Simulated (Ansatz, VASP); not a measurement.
**One calculation of H6C2O, two programs**

```
CELL_PARAMETERS angstrom
7.29363 0.00000 0.00000
0.00000 7.29363 0.00000
0.00000 0.00000 7.29363
ATOMIC_POSITIONS crystal
C 0.15809 0.11074 0.76603
C 0.00487 0.24007 0.71594
C 0.77473 0.75849 0.01286
C 0.68596 0.62119 0.88859
C 0.43558 0.14082 0.19225
C 0.28148 0.21570 0.30787
C 0.95678 0.61917 0.44383
C 0.87284 0.80871 0.44063
O 0.83025 0.15487 0.74567
O 0.61598 0.47844 0.00415
O 0.11508 0.19741 0.20572
O 0.67790 0.78476 0.44563
H 0.73678 0.24445 0.71377
H 0.01630 0.36694 0.79842
H 0.01647 0.28034 0.57084
H 0.28966 0.17852 0.74137
H 0.14914 0.07224 0.91112
H 0.15154 0.98802 0.67848
H 0.56524 0.38303 0.92674
H 0.57631 0.68331 0.80555
H 0.79086 0.56489 0.79609
H 0.83296 0.87555 0.93899
H 0.67415 0.80579 0.11434
H 0.88391 0.68811 0.08750
H 0.01622 0.24843 0.27903
H 0.27292 0.13726 0.43600
H 0.30786 0.36127 0.34309
H 0.56920 0.16247 0.25879
H 0.41543 0.99464 0.16133
H 0.43673 0.21721 0.06419
H 0.62190 0.90423 0.43002
H 0.91671 0.88775 0.56122
H 0.91743 0.88376 0.31728
H 0.10741 0.62288 0.44290
H 0.91205 0.55241 0.56904
H 0.90965 0.53552 0.32697
```

Alike in both runs: functional PBE; dispersion D3(BJ); k mesh 1 × 1 × 1; occupations fermi-dirac, width 0.05 eV; no spin polarisation.

Ansatz relaxed the structure, and its values are those at the end. VASP's run is a single point on that final structure, the one shown.

|  | VASP | Ansatz |
| --- | --- | --- |
| version | VASP 6.6.1 | Ansatz 0.2.0 |
| potentials or method | VASP PAW PBE potentials, release 64 (C_h, O_h, H_h), cutoff 1000 eV | scalar-relativistic, plane waves, PAW |
| valence electrons in the cell | 80 | 80 |

|  | VASP | Ansatz | Ansatz less VASP |
| --- | --- | --- | --- |
| rms of the force components (eV/Å) | 0.089 | 0.087 | -0.0014 |
